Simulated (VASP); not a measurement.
A run of VASP 6.6.1:

Contents of INCAR:

```
ALGO = Normal ; EDIFF = 1E-7
ENCUT = 520 ; GGA = PE
ISIF = 2 ; ISMEAR = 0
LASPH = T ; LCHARG = F
LREAL = F ; LWAVE = F
NBANDS = 22 ; NELM = 60
PREC = Accurate ; SIGMA = 0.1
```

The input KPOINTS:

```
k-points
0
Gamma
  6 6 6
```

The input POSCAR:

```
BAs2
1.0
   -3.7037992836      3.7037992836      2.1138585093
    3.7037992836     -3.7037992836      2.1138585093
    3.7037992836      3.7037992836     -2.1138585093
B As
2 4
Direct
    0.6939232818      0.6939232818      0.0000000000
    0.3060767182      0.3060767182      0.0000000000
    0.0000000000      0.7541130171      0.7541130171
    0.0000000000      0.2458869829      0.2458869829
    0.7541130171      0.0000000000      0.7541130171
    0.2458869829      0.0000000000      0.2458869829
```

Potentials or basis: VASP PAW PBE potentials, release 64 (B, As).

Run with:

```sh
$ cat potpaw_PBE.64/B/POTCAR potpaw_PBE.64/As/POTCAR > POTCAR
$ mpirun -np 1 vasp_std > vasp.out
```

Hardware: 1 thread of Intel(R) Xeon(R) 6975P-C (Granite Rapids), on a shared host.

Q: How long does it take, and how much memory?

A: It took 93 s on 1 thread of Intel(R) Xeon(R) 6975P-C (Granite Rapids), on a shared host, peak memory 0.26 GiB. Counts: scf iterations 14, k points 30.
